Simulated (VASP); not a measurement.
A run of VASP 6.6.1 is set up as follows.

File POSCAR:

```
BN
1.0
    2.3933711702      0.0000000000      0.0000000000
   -1.1966855851      2.0727202341      0.0000000000
    0.0000000000      0.0000000000      3.9657029902
B N
2 2
Direct
    0.6666666667      0.3333333333      0.0008304577
    0.3333333333      0.6666666667      0.5008304577
    0.6666666667      0.3333333333      0.3741695423
    0.3333333333      0.6666666667      0.8741695423
```

INCAR.step1

```
PREC = Accurate
ENCUT = 520
ISMEAR = 0
SIGMA = 0.05
LREAL = F
LASPH = T
NELM = 60
NBANDS = 16
GGA = PE
ALGO = Normal
EDIFF = 1E-4
LWAVE = T
LCHARG = F
```

File INCAR.step2:

```
PREC = Accurate
ENCUT = 520
EDIFF = 1E-6
ISMEAR = 0
SIGMA = 0.05
LREAL = F
LASPH = T
NELM = 60
ALGO = Normal
ISIF = 2
LWAVE = F
LCHARG = T
METAGGA = R2SCAN
LMIXTAU = T
IVDW = 12
VDW_S6 = 1.0
VDW_S8 = 0.78981345
VDW_A1 = 0.49484001
VDW_A2 = 5.73083694
LELF = T
LVHAR = T
NBANDS = 16
ISTART = 1
```

KPOINTS

```
regular mesh
0
Gamma
  10 10 6
```

Potentials or basis: VASP PAW PBE potentials, release 64 (B, N).

Run with:

```bash
$ cat potpaw_PBE.64/B/POTCAR potpaw_PBE.64/N/POTCAR > POTCAR
$ cp INCAR.step1 INCAR
$ mpirun -np 1 vasp_std > vasp.out
$ cp INCAR.step2 INCAR
$ mpirun -np 1 vasp_std > vasp.out
```

(1) What does it give for the band gap on the k mesh?

(2) What does it give for the largest force?

(3) Estimate the pressure.

Results:

(1) 5.52 eV, indirect (least direct gap 9.81 eV).

(2) 0.010 eV/Å.

(3) 96.4 GPa.

Caveat: the PAW data sets were made with another functional, which shifts forces and pressure a little.
